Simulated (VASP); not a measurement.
# Cs (Im-3m) in VASP: notebook

Runs on Cs. Level: LDA. Tasks: single point.

All numbers are computed with VASP 6.6.1; they aren't measurements. Logs are shortened: lines on timing, memory, paths and dates and some standing lists are left out, and cuts for length are marked.

## 1. The cell of the first run

Symmetry: Im-3m, No. 229, cubic system. Conventional cell: a = 5.768 Å, b = 5.768 Å, c = 5.768 Å, α = 90.00°, β = 90.00°, γ = 90.00°.

## 2. Single point, LDA

File INCAR:

```
SYSTEM = Cs
ALGO     = Normal         ! electronic algorithm
EDIFF    = 1E-6           ! SCF threshold, eV
ENCUT    = 520            ! plane-wave cutoff, eV
ISIF     = 2              ! what is computed and relaxed
ISMEAR   = 0              ! smearing method
LASPH    = .True.         ! aspherical terms in the spheres
LCHARG   = .True.         ! write CHGCAR
LELF     = .True.         ! ELF
LREAL    = .False.        ! projectors in reciprocal space
LVHAR    = .True.       
LWAVE    = .False.        ! write WAVECAR
NBANDS   = 10             ! bands
NELM     = 60             ! most SCF steps
PREC     = Accurate       ! precision mode
SIGMA    = 0.2            ! smearing width, eV
```

File KPOINTS:

```
k-points
0
Gamma
  8 8 8
  0 0 0
```

File POSCAR:

```
Cs
1.0
   -2.8840810378      2.8840810378      2.8840810378
    2.8840810378     -2.8840810378      2.8840810378
    2.8840810378      2.8840810378     -2.8840810378
Cs
1
Direct
    0.0000000000      0.0000000000      0.0000000000
```

Potentials or basis: VASP PAW LDA potentials, release 64 (Cs_sv).

The run is started by

```
$ cat potpaw_LDA.64/Cs_sv/POTCAR > POTCAR
$ mpirun -np 1 vasp_std > vasp.out
```

OUTCAR:

```text
SYSTEM = Cs
   EDIFF = 1E-6
   ENCUT = 520
   ISIF = 2
   ISMEAR = 0
   LASPH = .True.
   LREAL = .False.
   NELM = 60
   PREC = Accurate

 ion  position               nearest neighbor table
   1  0.000  0.000  0.000-

  LATTYP: Found a body centered cubic cell.
 ALAT       =     5.7681620756

  Lattice vectors:

 A1 = (  -2.8840810378,   2.8840810378,   2.8840810378)
 A2 = (   2.8840810378,  -2.8840810378,   2.8840810378)
 A3 = (   2.8840810378,   2.8840810378,  -2.8840810378)

Analysis of symmetry for initial positions (statically):
=====================================================================
 Subroutine PRICEL returns:
 Original cell was already a primitive cell.

 Routine SETGRP: Setting up the symmetry group for a
 body centered cubic supercell.

 Subroutine GETGRP returns: Found 48 space group operations
[... 9 lines left out ...]

 Routine SETGRP: Setting up the symmetry group for a
 body centered cubic supercell.

 Subroutine GETGRP returns: Found 48 space group operations
 (whereof 48 operations were pure point group operations)
 out of a pool of 48 trial point group operations.

The dynamic configuration has the point symmetry O_h .

 Subroutine INISYM returns: Found 48 space group operations
 (whereof 48 operations are pure point group operations),
 and found     1 'primitive' translations

----------------------------------------------------------------------------------------

                                     Primitive cell

  volume of cell :      95.9583

  direct lattice vectors                    reciprocal lattice vectors
    -2.884081038  2.884081038  2.884081038     0.000000000  0.173365448  0.173365448
     2.884081038 -2.884081038  2.884081038     0.173365448  0.000000000  0.173365448
     2.884081038  2.884081038 -2.884081038     0.173365448  0.173365448  0.000000000

  length of vectors
     4.995374891  4.995374891  4.995374891     0.245175767  0.245175767  0.245175767

  position of ions in fractional coordinates (direct lattice)
     0.000000000  0.000000000  0.000000000

  ion indices of the primitive-cell ions
   primitive index   ion index
                 1           1

----------------------------------------------------------------------------------------

 KPOINTS: k-points

Automatic generation of k-mesh.
 Grid dimensions read from file:
 generate k-points for:    8    8    8

 Generating k-lattice:

  Cartesian coordinates                     Fractional coordinates (reciprocal lattice)
     0.000000000  0.021670681  0.021670681     0.125000000  0.000000000  0.000000000
     0.021670681  0.000000000  0.021670681     0.000000000  0.125000000  0.000000000
     0.021670681  0.021670681  0.000000000     0.000000000  0.000000000  0.125000000

  Length of vectors
     0.030646971  0.030646971  0.030646971

  Shift w.r.t. Gamma in fractional coordinates (k-lattice)
     0.000000000  0.000000000  0.000000000

 Subroutine IBZKPT returns following result:
 ===========================================

 Found     29 irreducible k-points:

 Following reciprocal coordinates:
            Coordinates               Weight
  0.000000  0.000000  0.000000      1.000000
  0.125000  0.000000  0.000000     12.000000
  0.250000  0.000000  0.000000     12.000000
  0.375000  0.000000  0.000000     12.000000
  0.500000  0.000000  0.000000      6.000000
  0.125000  0.125000  0.000000     24.000000
[... 16 lines left out ...]
 -0.250000  0.250000  0.250000      6.000000
 -0.375000  0.375000  0.250000     24.000000
 [... further k-points ...]
   k-points           NKPTS =     29   k-points in BZ     NKDIM =     29   number of bands    NBANDS=     10
   number of dos      NEDOS =    301   number of ions     NIONS =      1
   total plane-waves  NPLWV =  64000
   dimension x,y,z NGX =    40 NGY =   40 NGZ =   40
   dimension x,y,z NGXF=    80 NGYF=   80 NGZF=   80
   ions per type =               1
   NGX,Y,Z   is equivalent  to a cutoff of  13.31, 13.31, 13.31 a.u.
   NGXF,Y,Z  is equivalent  to a cutoff of  26.62, 26.62, 26.62 a.u.
 SYSTEM =  Cs
   PREC   = accura    normal or accurate (medium, high low for compatibility)
   ISTART =      0    job   : 0-new  1-cont  2-samecut
   ICHARG =      2    charge: 1-file 2-atom 10-const
   ISPIN  =      1    spin polarized calculation?
   LNONCOLLINEAR =      F non collinear calculations
   LSORBIT =      F    spin-orbit coupling
   LASPH  =      T    aspherical Exc in radial PAW
   ENCUT  =  520.0 eV  38.22 Ry    6.18 a.u.   9.29  9.29  9.29*2*pi/ulx,y,z
   NELM   =     60;   NELMIN=  2; NELMDL= -5     # of ELM steps
   EDIFF  = 0.1E-05   stopping-criterion for ELM
   LREAL  =      F    real-space projection
   EDIFFG = 0.1E-04   stopping-criterion for IOM
   NSW    =      0    number of steps for IOM
   IBRION =     -1    ionic relax: 0-MD 1-quasi-New 2-CG
   NFREE  =      0    steps in history (QN), initial steepest desc. (CG)
   ISIF   =      2    stress and relaxation
   ISYM   =      2    0-nonsym 1-usesym 2-fastsym
   POTIM  = 0.5000    time-step for ionic-motion
   TEBEG  =    0.0;   TEEND  =   0.0 temperature during run
   PSTRESS=    0.0 pullay stress
   NELECT =       9.0000    total number of electrons
   NUPDOWN=      -1.0000    fix difference up-down
   EMIN   =  10.00;   EMAX   =-10.00  energy-range for DOS
   EFERMI =   0.00;   METHOD = LEGACY
   ISMEAR =     0;   SIGMA  =   0.20  broadening in eV -4-tet -1-fermi 0-gaus
   EFERMI_NEDOS =   21; number of points for ismear=-14 and -15
   IALGO  =     38    algorithm
   IMIX   =      4    mixing-type and parameters
     AMIX     =   0.40;   BMIX     =  1.00
     AMIX_MAG =   1.60;   BMIX_MAG =  1.00
  volume/ion in A,a.u.               =      95.96       647.56
  Fermi-wavevector in a.u.,A,eV,Ry     =   0.743809  1.405596  7.527452  0.553252
  Thomas-Fermi vector in A             =   1.839012
   LORBIT       =      0    0 simple, 1 ext, 2 COOP (PROOUT), +10 PAW based schemes
   GGA     = CA    functional components
   LHFCALC =     F    Hartree Fock is set to
   AEXX    =    0.0000 exact exchange contribution
   IVDW    =     0    specifies the selected vdW correction
   LEPSILON=     F    determine dielectric tensor
   LRPA    =     F    only Hartree local field effects (RPA)
 non-spin polarized calculation
 Gauss-broadening in eV      SIGMA  =   0.20
[... 37 lines left out ...]
  band No.  band energies     occupation
      1     -22.9518      2.00000
      2      -9.6889      2.00000
      3      -9.6614      2.00000
      4      -9.6492      2.00000
      5      -0.8886      2.00000
      6       3.0996      0.00000
      7       3.1135      0.00000
      8       3.5120      0.00000
      9       4.0973      0.00000
     10       4.3135      0.00000

 k-point     3 :       0.2500    0.0000    0.0000
  band No.  band energies     occupation
      1     -22.9461      2.00000
      2      -9.7818      2.00000
      3      -9.6910      2.00000
      4      -9.6497      2.00000
      5      -0.3285      2.00000
      6       2.5350      0.00000
      7       2.7286      0.00000
      8       4.1343      0.00000
      9       4.1595      0.00000
     10       4.3461      0.00000

 k-point     4 :       0.3750    0.0000    0.0000
  band No.  band energies     occupation
      1     -22.9404      2.00000
      2      -9.8707      2.00000
      3      -9.7201      2.00000
      4      -9.6502      2.00000
      5       0.3570      1.99654
      6       2.0753      0.00000
      7       2.4430      0.00000
      8       4.2892      0.00000
      9       4.5763      0.00000
     10       5.1081      0.00000

 k-point     5 :       0.5000    0.0000    0.0000
  band No.  band energies     occupation
      1     -22.9381      2.00000
      2      -9.9063      2.00000
      3      -9.7320      2.00000
      4      -9.6504      2.00000
      5       0.6993      1.38507
      6       1.9420      0.00000
      7       2.3403      0.00000
      8       4.2034      0.00000
      9       4.8600      0.00000
     10       5.5624      0.00000

 k-point     6 :       0.1250    0.1250    0.0000
  band No.  band energies     occupation
      1     -22.9478      2.00000
      2      -9.7526      2.00000
      3      -9.6760      2.00000
      4      -9.6585      2.00000
      5      -0.5003      2.00000
      6       2.7214      0.00000
      7       2.8135      0.00000
      8       3.9275      0.00000
      9       3.9350      0.00000
     10       4.5072      0.00000

 k-point     7 :       0.2500    0.1250   -0.0000
  band No.  band energies     occupation
      1     -22.9421      2.00000
      2      -9.8331      2.00000
      3      -9.7120      2.00000
      4      -9.6626      2.00000
      5       0.1568      1.99999
      6       2.2126      0.00000
      7       2.4966      0.00000
      8       4.0475      0.00000
      9       4.6618      0.00000
     10       4.7148      0.00000

 k-point     8 :       0.3750    0.1250    0.0000
  band No.  band energies     occupation
      1     -22.9381      2.00000
      2      -9.8863      2.00000
      3      -9.7404      2.00000
      4      -9.6638      2.00000
      5       0.7641      1.03578
      6       1.9226      0.00000
      7       2.3096      0.00000
      8       4.0929      0.00000
      9       4.7843      0.00000
     10       5.5377      0.00000

 k-point     9 :       0.2500    0.2500    0.0000
  band No.  band energies     occupation
      1     -22.9381      2.00000
      2      -9.8596      2.00000
      3      -9.7568      2.00000
      4      -9.6760      2.00000
      5       0.8364      0.64052
      6       1.9164      0.00000
      7       2.2371      0.00000
      8       4.1922      0.00000
      9       4.5294      0.00000
     10       5.2706      0.00000
[... 118 lines left out ...]
 k-point    19 :       0.5000    0.5000    0.1250
  band No.  band energies     occupation
      1     -22.9363      2.00000
      2      -9.8951      2.00000
      3      -9.7464      2.00000
      4      -9.6776      2.00000
      5       0.9053      0.34010
      6       1.8258      0.00000
      7       2.5310      0.00000
      8       3.4871      0.00000
      9       4.8144      0.00000
     10       5.9856      0.00000

 k-point    20 :      -0.3750    0.5000    0.1250
  band No.  band energies     occupation
      1     -22.9350      2.00000
      2      -9.8684      2.00000
      3      -9.7765      2.00000
      4      -9.6963      2.00000
      5       1.0957      0.02144
      6       1.7711      0.00000
      7       2.4218      0.00000
      8       3.6073      0.00000
      9       4.4794      0.00000
     10       5.6075      0.00000

 k-point    21 :      -0.3750   -0.3750    0.1250
  band No.  band energies     occupation
      1     -22.9336      2.00000
      2      -9.8349      2.00000
      3      -9.8349      2.00000
      4      -9.6990      2.00000
      5       1.6658      0.00000
      6       1.6658      0.00000
      7       1.8615      0.00000
      8       4.2506      0.00000
      9       4.2506      0.00000
     10       5.0358      0.00000

 k-point    22 :       0.2500    0.2500    0.2500
  band No.  band energies     occupation
      1     -22.9371      2.00000
      2      -9.7770      2.00000
      3      -9.7770      2.00000
      4      -9.7770      2.00000
      5       1.8360      0.00000
      6       1.8360      0.00000
      7       1.8360      0.00000
      8       3.5794      0.00000
      9       4.9534      0.00000
     10       4.9534      0.00000

 k-point    23 :      -0.2500    0.2500    0.2500
  band No.  band energies     occupation
      1     -22.9390      2.00000
      2      -9.7868      2.00000
      3      -9.7364      2.00000
      4      -9.7364      2.00000
      5       0.3452      1.99736
      6       2.2732      0.00000
      7       3.1182      0.00000
      8       3.1182      0.00000
      9       4.1705      0.00000
     10       4.4605      0.00000

 k-point    24 :      -0.3750    0.3750    0.2500
  band No.  band energies     occupation
      1     -22.9341      2.00000
      2      -9.8405      2.00000
      3      -9.7679      2.00000
      4      -9.7441      2.00000
      5       0.9471      0.21145
      6       1.8121      0.00000
      7       3.1096      0.00000
      8       3.1660      0.00000
      9       4.1610      0.00000
     10       4.9116      0.00000

 [... further k-points ...]
[... 5 lines left out ...]
  --------------------------------------------------------------------------------------
  -------------------------------------------------------------------------------------
  Total       -0.0108763     -0.0108763     -0.0108763     -0.0000000      0.0000000      0.0000000
  in kB       -0.1815980     -0.1815980     -0.1815980     -0.0000000      0.0000000      0.0000000
  external PRESSURE =      -0.1815980 kB  Pullay stress =       0.0000000 kB

 VOLUME and BASIS-vectors are now :
 -----------------------------------------------------------------------------
  energy-cutoff  :      520.00
  volume of cell :       95.96
      direct lattice vectors                 reciprocal lattice vectors
    -2.884081038  2.884081038  2.884081038     0.000000000  0.173365448  0.173365448
     2.884081038 -2.884081038  2.884081038     0.173365448  0.000000000  0.173365448
     2.884081038  2.884081038 -2.884081038     0.173365448  0.173365448  0.000000000

 POSITION                                       TOTAL-FORCE (eV/Angst)
 -----------------------------------------------------------------------------------
      0.00000      0.00000      0.00000         0.000000      0.000000     -0.000000
 -----------------------------------------------------------------------------------
    total drift:                               -0.000000      0.000000     -0.000000

  FREE ENERGIE OF THE ION-ELECTRON SYSTEM (eV)
  ---------------------------------------------------
  free  energy   TOTEN  =        -1.0048581817 eV

  energy  without entropy=       -0.9764021359  energy(sigma->0) =       -0.99063016
```

It took 18 s on 1 thread of Intel Xeon 6975P-C, shared host; peak memory 0.19 GiB.

Results:

```yaml
Free_energy: -1.0049 eV
Pressure: 0.0 GPa
```

(Continued in part 2 of 2.)
